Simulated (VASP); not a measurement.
A run of VASP 6.6.1:

File INCAR:

```
PREC     = Accurate       # precision mode
ENCUT    = 520            # plane-wave cutoff, eV
EDIFF    = 1E-7           # SCF threshold, eV
ISMEAR   = 0              # smearing method
SIGMA    = 0.15           # smearing width, eV
LREAL    = False          # projectors in reciprocal space
LASPH    = True           # aspherical terms in the spheres
NELM     = 60             # most SCF steps
ALGO     = Fast           # electronic algorithm
ISIF     = 2              # what is computed and relaxed
LWAVE    = False          # write WAVECAR
LCHARG   = False          # write CHGCAR
GGA      = PE             # functional
NBANDS   = 14             # bands
```

KPOINTS

```
regular mesh
0
Gamma
  16 16 16
```

Contents of POSCAR:

```
AlNi
1.0
    2.0426321522     -2.0425983492      0.0000000000
    2.0426321522      2.0425983492      0.0000000000
    0.0000000000      0.0000000000      2.9004437222
Al Ni
1 1
Direct
    0.0000000000      0.0000000000     -0.0068954967
    0.5000000000      0.5000000000      0.5031698813
```

Potentials or basis: VASP PAW PBE potentials, release 64 (Al, Ni).

Launch:

```sh
$ cat potpaw_PBE.64/Al/POTCAR potpaw_PBE.64/Ni/POTCAR > POTCAR
$ mpirun -np 1 vasp_std > vasp.out
```

Hardware: 1 thread of Intel(R) Xeon(R) Platinum 8488C (Sapphire Rapids), on a shared host.

**Question.** How long does it take, and how much memory?

**Answer.** It took 120 s on 1 thread of Intel(R) Xeon(R) Platinum 8488C (Sapphire Rapids), with other jobs on the host, peak memory 0.33 GiB. Counts: scf iterations 16, k points 657.
